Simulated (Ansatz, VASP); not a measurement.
ZnSe in VASP and in Ansatz

```
Zn Se
1.0
     0.00000    2.87073    2.87073
     2.87073    0.00000    2.87073
     2.87073    2.87073    0.00000
Zn Se
1 1
Direct
  0.00000 0.00000 0.00000
  0.75000 0.75000 0.75000
```

Alike in both runs: functional PBE; k mesh 4 × 4 × 4; occupations gaussian, width 0.1 eV; no spin polarisation.

Ansatz relaxed the structure, and its values are those at the end. VASP's run is a single point on that final structure, the one shown.

```csv
,VASP,Ansatz
version,VASP 6.6.1,Ansatz 0.2.0
potentials or method,"VASP PAW PBE potentials, release 64 (Zn, Se), cutoff 500 eV","scalar-relativistic, plane waves, PAW"
valence electrons in the cell,18,28
```

```tsv
	VASP	Ansatz	Ansatz less VASP
gap on the k mesh at the Fermi level (eV)	1.12	1.12	-0.001
least direct gap on the mesh (eV)	1.12	1.12	-0.001
pressure (GPa)	0.2	0.0	-0.20
```

The functional is the same, so the differences come from potentials, cutoffs and numerics. VASP's potentials hold 18 valence electrons a cell and Ansatz's 28, so a difference there can come from the potentials and not from the codes.

The k mesh is coarse, so the values compare programs but aren't converged.
